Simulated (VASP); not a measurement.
# Mg (Im-3m) in VASP: notebook

Mg is run at these levels: LDA; tasks: single point.

Everything below comes from runs of VASP 6.6.1. Logs are shortened: lines on timing, memory, paths and dates and some standing lists are left out, and cuts for length are marked.

## (1) The cell of the first run

Symmetry: Im-3m, No. 229, cubic system. The conventional cell has a = 3.034 Å, b = 3.034 Å, c = 3.034 Å, α = 90.00°, β = 90.00°, γ = 90.00°. Mg (site symmetry m-3m) has 14 Mg at 2.63 to 3.03 Å within 3.5 Å.

## (2) Single point, LDA

INCAR reads:

```
SYSTEM = Mg
  PREC = Accurate
  ENCUT = 520
  EDIFF = 1E-7
  ISMEAR = 0
  SIGMA = 0.15
  LREAL = .FALSE.
  LASPH = .TRUE.
  NELM = 100
  ALGO = Normal
  ISIF = 2
  LWAVE = .FALSE.
  LCHARG = .FALSE.
  NBANDS = 7
```

KPOINTS reads:

```
Automatic mesh
0
G
  11 11 11
  0 0 0
```

POSCAR reads:

```
Mg
1.0
   -1.5168954526      1.5168954526      1.5168954526
    1.5168954526     -1.5168954526      1.5168954526
    1.5168954526      1.5168954526     -1.5168954526
Mg
1
Direct
    0.0000000000      0.0000000000      0.0000000000
```

Potentials or basis: VASP PAW LDA potentials, release 64 (Mg).

Launch:

```
$ cat potpaw_LDA.64/Mg/POTCAR > POTCAR
$ mpirun -np 1 vasp_std > vasp.out
```

OUTCAR:

```text
SYSTEM = Mg
   PREC = Accurate
   ENCUT = 520
   EDIFF = 1E-7
   ISMEAR = 0
   LREAL = .FALSE.
   LASPH = .TRUE.
   NELM = 100
   ISIF = 2

 ion  position               nearest neighbor table
   1  0.000  0.000  0.000-

  LATTYP: Found a body centered cubic cell.
 ALAT       =     3.0337909052

  Lattice vectors:

 A1 = (  -1.5168954526,   1.5168954526,   1.5168954526)
 A2 = (   1.5168954526,  -1.5168954526,   1.5168954526)
 A3 = (   1.5168954526,   1.5168954526,  -1.5168954526)

Analysis of symmetry for initial positions (statically):
=====================================================================
 Subroutine PRICEL returns:
 Original cell was already a primitive cell.

 Routine SETGRP: Setting up the symmetry group for a
 body centered cubic supercell.

 Subroutine GETGRP returns: Found 48 space group operations
 (whereof 48 operations were pure point group operations)
 out of a pool of 48 trial point group operations.

The static configuration has the point symmetry O_h .

Analysis of symmetry for dynamics (positions and initial velocities):
=====================================================================
 Subroutine PRICEL returns:
 Original cell was already a primitive cell.

 Routine SETGRP: Setting up the symmetry group for a
 body centered cubic supercell.

 Subroutine GETGRP returns: Found 48 space group operations
 (whereof 48 operations were pure point group operations)
 out of a pool of 48 trial point group operations.

The dynamic configuration has the point symmetry O_h .

 Subroutine INISYM returns: Found 48 space group operations
 (whereof 48 operations are pure point group operations),
 and found     1 'primitive' translations

----------------------------------------------------------------------------------------

                                     Primitive cell

  volume of cell :      13.9613

  direct lattice vectors                    reciprocal lattice vectors
    -1.516895453  1.516895453  1.516895453     0.000000000  0.329620607  0.329620607
     1.516895453 -1.516895453  1.516895453     0.329620607  0.000000000  0.329620607
     1.516895453  1.516895453 -1.516895453     0.329620607  0.329620607  0.000000000

  length of vectors
     2.627339994  2.627339994  2.627339994     0.466153933  0.466153933  0.466153933

  position of ions in fractional coordinates (direct lattice)
     0.000000000  0.000000000  0.000000000

  ion indices of the primitive-cell ions
   primitive index   ion index
[... 73 lines left out ...]
   EDIFF  = 0.1E-06   stopping-criterion for ELM
   LREAL  =      F    real-space projection
   EDIFFG = 0.1E-05   stopping-criterion for IOM
   NSW    =      0    number of steps for IOM
   IBRION =     -1    ionic relax: 0-MD 1-quasi-New 2-CG
   NFREE  =      0    steps in history (QN), initial steepest desc. (CG)
   ISIF   =      2    stress and relaxation
   ISYM   =      2    0-nonsym 1-usesym 2-fastsym
   POTIM  = 0.5000    time-step for ionic-motion
   TEBEG  =    0.0;   TEEND  =   0.0 temperature during run
   PSTRESS=    0.0 pullay stress
   NELECT =       2.0000    total number of electrons
   NUPDOWN=      -1.0000    fix difference up-down
   EMIN   =  10.00;   EMAX   =-10.00  energy-range for DOS
   EFERMI =   0.00;   METHOD = LEGACY
   ISMEAR =     0;   SIGMA  =   0.15  broadening in eV -4-tet -1-fermi 0-gaus
   EFERMI_NEDOS =   21; number of points for ismear=-14 and -15
   IALGO  =     38    algorithm
   IMIX   =      4    mixing-type and parameters
     AMIX     =   0.40;   BMIX     =  1.00
     AMIX_MAG =   1.60;   BMIX_MAG =  1.00
  volume/ion in A,a.u.               =      13.96        94.22
  Fermi-wavevector in a.u.,A,eV,Ry     =   0.856596  1.618731  9.983357  0.733756
  Thomas-Fermi vector in A             =   1.973521
   LORBIT       =      0    0 simple, 1 ext, 2 COOP (PROOUT), +10 PAW based schemes
   GGA     = CA    functional components
   LHFCALC =     F    Hartree Fock is set to
   AEXX    =    0.0000 exact exchange contribution
   IVDW    =     0    specifies the selected vdW correction
   LEPSILON=     F    determine dielectric tensor
   LRPA    =     F    only Hartree local field effects (RPA)
 non-spin polarized calculation
 Gauss-broadening in eV      SIGMA  =   0.15
  energy-cutoff  :      520.00
  volume of cell :       13.96
 maximum number of plane-waves:       385
   NGX =  9   NGY =  9   NGZ =  9

 number of electron       2.0000000 magnetization

 Free energy of the ion-electron system (eV)
  ---------------------------------------------------
  ext. energy  EPLUGINS =         0.00000000
  ---------------------------------------------------
  free energy    TOTEN  =        -1.13751454 eV

  energy without entropy =       -1.13396052  energy(sigma->0) =       -1.13573753

 E-fermi :   5.8223     XC(G=0): -10.4423

 val. band max:        5.8175819508   @ k =   0.3636   0.1818   0.0909
 cond. band min:       5.9219288978   @ k =  -0.4545   0.4545   0.0909
 fundamental gap:      0.1043469470
 Fermi energy:         5.8222589215

 k-point     1 :       0.0000    0.0000    0.0000
  band No.  band energies     occupation
      1      -3.6555      2.00000
      2      22.3026      0.00000
      3      22.3026      0.00000
      4      22.3026      0.00000
      5      25.0393      0.00000
      6      25.0393      0.00000
      7      26.8766      0.00000
[... 221 lines left out ...]
 k-point    24 :       0.3636    0.1818    0.0909
  band No.  band energies     occupation
      1       4.5745      2.00000
      2       5.8176      1.03517
      3      10.5153      0.00000
      4      15.1219      0.00000
      5      26.4378      0.00000
      6      28.8185      0.00000
      7      30.4139      0.00000

 [... further k-points ...]

------------------------ aborting loop because EDIFF is reached ----------------------------------------

  FORCE on cell =-STRESS in cart. coord.  units (eV):
  Direction    XX          YY          ZZ          XY          YZ          ZX
  --------------------------------------------------------------------------------------
  -------------------------------------------------------------------------------------
  Total        3.4952444      3.4952444      3.4952444      0.0000000      0.0000000     -0.0000000
  in kB      401.1078736    401.1078736    401.1078736      0.0000000      0.0000000     -0.0000000
  external PRESSURE =     401.1078736 kB  Pullay stress =       0.0000000 kB

 VOLUME and BASIS-vectors are now :
 -----------------------------------------------------------------------------
  energy-cutoff  :      520.00
  volume of cell :       13.96
      direct lattice vectors                 reciprocal lattice vectors
    -1.516895453  1.516895453  1.516895453     0.000000000  0.329620607  0.329620607
     1.516895453 -1.516895453  1.516895453     0.329620607  0.000000000  0.329620607
     1.516895453  1.516895453 -1.516895453     0.329620607  0.329620607  0.000000000

 POSITION                                       TOTAL-FORCE (eV/Angst)
 -----------------------------------------------------------------------------------
      0.00000      0.00000      0.00000         0.000000     -0.000000      0.000000
 -----------------------------------------------------------------------------------
    total drift:                                0.000000      0.000000     -0.000000

  FREE ENERGIE OF THE ION-ELECTRON SYSTEM (eV)
  ---------------------------------------------------
  free  energy   TOTEN  =        -1.1375145372 eV

  energy  without entropy=       -1.1339605244  energy(sigma->0) =       -1.13573753
```

OSZICAR:

```text
N       E                     dE             d eps       ncg     rms          rms(c)
DAV:   1    -0.223125312940E+00   -0.22313E+00   -0.97740E+02   868   0.212E+02
DAV:   2    -0.116872364974E+01   -0.94560E+00   -0.94154E+00  1050   0.147E+01
DAV:   3    -0.117149045587E+01   -0.27668E-02   -0.27652E-02   917   0.883E-01
DAV:   4    -0.117149384311E+01   -0.33872E-05   -0.33867E-05  1183   0.256E-02
DAV:   5    -0.117149384754E+01   -0.44272E-08   -0.49497E-08   938   0.629E-04    0.711E-01
DAV:   6    -0.115060539523E+01    0.20888E-01   -0.17777E-04   931   0.818E-02    0.452E-01
DAV:   7    -0.113762162695E+01    0.12984E-01   -0.44257E-04   812   0.128E-01    0.188E-02
DAV:   8    -0.113752125885E+01    0.10037E-03   -0.16477E-05  1071   0.236E-02    0.548E-03
DAV:   9    -0.113751487262E+01    0.63862E-05   -0.29403E-06   903   0.990E-03    0.628E-04
DAV:  10    -0.113751453695E+01    0.33567E-06   -0.59920E-08   938   0.148E-03    0.165E-05
DAV:  11    -0.113751453723E+01   -0.28052E-09   -0.15519E-10   525   0.760E-05
   1 F= -.11375145E+01 E0= -.11357375E+01  d E =-.355401E-02
```

stdout:

```text
POSCAR found type information on POSCAR Mg
 POSCAR found :  1 types and       1 ions
 scaLAPACK will be used
 LDA part: xc-table for (Slater(with rela. corr.)+CA(PZ))
 , standard interpolation
 POSCAR, INCAR and KPOINTS ok, starting setup
 FFT: planning ... GRIDC
 FFT: planning ... GRID_SOFT
 FFT: planning ... GRID
 WAVECAR not read
 entering main loop
```

Wall time 3.9 s (1 thread of Intel Xeon Platinum 8559C (Emerald Rapids), shared host); peak memory 0.11 GiB.

What came out:

```
Free energy            : -1.1375 eV
Pressure               : 40.1 GPa
Band gap on the k mesh : zero (band 1 reaches 8.31 eV, above the bottom of band 2 at 4.96 eV)
```

Levels at points of the mesh, in eV from the Fermi level:
```tsv
k point	band 1	band 2	band 3	band 4	band 5	band 6
(0.00, 0.00, 0.00)	-9.48	16.48	16.48	16.48	19.22	19.22
```

## (3) Single point, LDA

This run uses another cell than the first one, of 14.89 Å³/atom, 1.067 times its volume.

INCAR reads:

```
SYSTEM = Mg
PREC = Accurate ; ENCUT = 520
EDIFF = 1E-7 ; ISMEAR = 0
SIGMA = 0.15 ; LREAL = .FALSE.
LASPH = .TRUE. ; NELM = 60
ALGO = Normal ; ISIF = 2
LWAVE = .FALSE. ; LCHARG = .FALSE.
NBANDS = 7
```

KPOINTS reads:

```
regular mesh
0
G
  11 11 11
  0 0 0
```

POSCAR reads:

```
Mg
1.0
   -1.5499302404      1.5499302404      1.5499302404
    1.5499302404     -1.5499302404      1.5499302404
    1.5499302404      1.5499302404     -1.5499302404
Mg
1
Direct
    0.0000000000      0.0000000000      0.0000000000
```

Potentials or basis: VASP PAW LDA potentials, release 64 (Mg).

Launch:

```
$ cat potpaw_LDA.64/Mg/POTCAR > POTCAR
$ mpirun -np 1 vasp_std > vasp.out
```

Run time: 3.8 s. Hardware: 1 thread of Intel Xeon Platinum 8559C (Emerald Rapids), shared host; peak memory 0.11 GiB.

Results (log left out):

```
Free energy            : -1.3401 eV
Pressure               : 30.0 GPa
Band gap on the k mesh : zero (band 1 reaches 7.78 eV, above the bottom of band 2 at 4.47 eV)
```

Levels at points of the mesh, in eV from the Fermi level:
```
           k point  band 1  band 2  band 3  band 4  band 5  band 6
(0.00, 0.00, 0.00)   -9.12   15.97   15.97   15.97   18.61   18.61
```

## (4) Single point, LDA

This run uses another cell than the first one, of 18.01 Å³/atom, 1.290 times its volume.

INCAR reads:

```
SYSTEM = Mg
PREC = Accurate
ENCUT = 520
EDIFF = 1E-7
ISMEAR = 0
SIGMA = 0.15
LREAL = .FALSE.
LASPH = .TRUE.
NELM = 60
ALGO = Normal
ISIF = 2
LWAVE = .FALSE.
LCHARG = .TRUE.
LELF = .TRUE.
LVHAR = .TRUE.
NBANDS = 7
```

KPOINTS reads:

```
Automatic mesh
0
G
  11 11 11
  0 0 0
```

POSCAR reads:

```
Mg
1.0
   -1.6514117213      1.6514117213      1.6514117213
    1.6514117213     -1.6514117213      1.6514117213
    1.6514117213      1.6514117213     -1.6514117213
Mg
1
Direct
    0.0000000000      0.0000000000      0.0000000000
```

Potentials or basis: VASP PAW LDA potentials, release 64 (Mg).

Launch:

```
$ cat potpaw_LDA.64/Mg/POTCAR > POTCAR
$ mpirun -np 1 vasp_std > vasp.out
```

OUTCAR:

```text
SYSTEM = Mg
   PREC = Accurate
   ENCUT = 520
   EDIFF = 1E-7
   ISMEAR = 0
   LREAL = .FALSE.
   LASPH = .TRUE.
   NELM = 60
   ISIF = 2

 ion  position               nearest neighbor table
   1  0.000  0.000  0.000-

  LATTYP: Found a body centered cubic cell.
 ALAT       =     3.3028234426

  Lattice vectors:

 A1 = (  -1.6514117213,   1.6514117213,   1.6514117213)
 A2 = (   1.6514117213,  -1.6514117213,   1.6514117213)
[... 419 lines left out ...]
      6      23.6148      0.00000
      7      25.2930      0.00000

 [... further k-points ...]

------------------------ aborting loop because EDIFF is reached ----------------------------------------

  FORCE on cell =-STRESS in cart. coord.  units (eV):
  Direction    XX          YY          ZZ          XY          YZ          ZX
  --------------------------------------------------------------------------------------
  -------------------------------------------------------------------------------------
  Total        1.0905858      1.0905858      1.0905858     -0.0000000      0.0000000      0.0000000
  in kB       96.9938796     96.9938796     96.9938796     -0.0000000      0.0000000      0.0000000
  external PRESSURE =      96.9938796 kB  Pullay stress =       0.0000000 kB

 VOLUME and BASIS-vectors are now :
 -----------------------------------------------------------------------------
  energy-cutoff  :      520.00
  volume of cell :       18.01
      direct lattice vectors                 reciprocal lattice vectors
    -1.651411721  1.651411721  1.651411721     0.000000000  0.302771255  0.302771255
     1.651411721 -1.651411721  1.651411721     0.302771255  0.000000000  0.302771255
     1.651411721  1.651411721 -1.651411721     0.302771255  0.302771255  0.000000000

 POSITION                                       TOTAL-FORCE (eV/Angst)
 -----------------------------------------------------------------------------------
      0.00000      0.00000      0.00000        -0.000000      0.000000      0.000000
 -----------------------------------------------------------------------------------
    total drift:                                0.000000      0.000000      0.000000

  FREE ENERGIE OF THE ION-ELECTRON SYSTEM (eV)
  ---------------------------------------------------
  free  energy   TOTEN  =        -1.7002673701 eV

  energy  without entropy=       -1.6971113991  energy(sigma->0) =       -1.69868938
```

OSZICAR:

```text
N       E                     dE             d eps       ncg     rms          rms(c)
DAV:   1    -0.965661275832E+00   -0.96566E+00   -0.82725E+02   903   0.197E+02
DAV:   2    -0.171325143181E+01   -0.74759E+00   -0.73738E+00  1050   0.126E+01
DAV:   3    -0.171577149506E+01   -0.25201E-02   -0.25199E-02   966   0.762E-01
DAV:   4    -0.171577541798E+01   -0.39229E-05   -0.39224E-05  1155   0.230E-02
DAV:   5    -0.171577542099E+01   -0.30175E-08   -0.36970E-08   980   0.569E-04    0.663E-01
DAV:   6    -0.170673388604E+01    0.90415E-02   -0.12176E-04   868   0.561E-02    0.421E-01
DAV:   7    -0.170028440780E+01    0.64495E-02   -0.49218E-04   819   0.107E-01    0.197E-02
DAV:   8    -0.170026824720E+01    0.16161E-04   -0.91354E-06  1204   0.159E-02    0.513E-03
DAV:   9    -0.170026743054E+01    0.81665E-06   -0.71876E-07   882   0.415E-03    0.450E-04
DAV:  10    -0.170026737009E+01    0.60451E-07   -0.58543E-09   728   0.443E-04
   1 F= -.17002674E+01 E0= -.16986894E+01  d E =-.315597E-02
```

Run time: 4.6 s. Hardware: 1 thread of Intel Xeon Platinum 8559C (Emerald Rapids), shared host; peak memory 0.12 GiB.

What came out:

```
Free energy            : -1.7003 eV
Pressure               : 9.7 GPa
Band gap on the k mesh : zero (band 1 reaches 6.35 eV, above the bottom of band 2 at 3.13 eV)
```

## (5) Overview

```tsv
cell	gap on the mesh (eV)	pressure (GPa)
a = 2.627 Å, angles 109.5°, 1 atom	none	40.1
a = 2.685 Å, angles 109.5°, 1 atom	none	30.0
a = 2.860 Å, angles 109.5°, 1 atom	none	9.7
```

Alike in all rows: task single point; level LDA; potentials or basis VASP PAW LDA potentials, release 64 (Mg); no spin polarisation; k mesh 11 × 11 × 11; cutoff (eV) 520; smearing gaussian 0.15 eV.

Total energies depend on the potentials used, so only differences within one code and one set of settings carry meaning.
